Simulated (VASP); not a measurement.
Ta2N, 3 atoms in the cell. Symmetry: P-3m1, No. 164, trigonal system. The conventional cell has a = 3.031 Å, b = 3.031 Å, c = 4.739 Å, α = 90.00°, β = 90.00°, γ = 120.00°. Within 2.8 Å of Ta (site symmetry 3m) lie 3 N at 2.12 Å. N (site symmetry -3m) has 6 Ta at 2.12 Å within 2.8 Å. 

* Program: VASP 6.6.1
* Task: relaxation of shape and atoms at fixed volume
* Functional: LDA
* Potentials or basis: VASP PAW LDA potentials, release 64 (Ta_pv, N)
* Cutoff: 600 eV
* k mesh: 15 × 15 × 10
* Occupations: gaussian, width 0.1 eV
* Spin: no spin polarisation
* Dipole correction: no
* Further INCAR settings: ALGO = Normal; EDIFF = 1e-06; IBRION = 2; EDIFFG = -0.01; NSW = 50; ISIF = 4

Potentials or basis: VASP PAW LDA potentials, release 64 (Ta_pv, N).

Command:

```sh
$ cat potpaw_LDA.64/Ta_pv/POTCAR potpaw_LDA.64/N/POTCAR > POTCAR
$ mpirun -np 1 vasp_std > vasp.out
```

Hardware: 1 thread of Intel Xeon 8259CL (shared host).

Estimate the wall time of this run.

Run time: 7.8 min on 1 thread of Intel Xeon 8259CL, with other jobs on the host, peak memory 0.29 GiB. Counts: scf iterations 35, k points 238, ion steps 5.
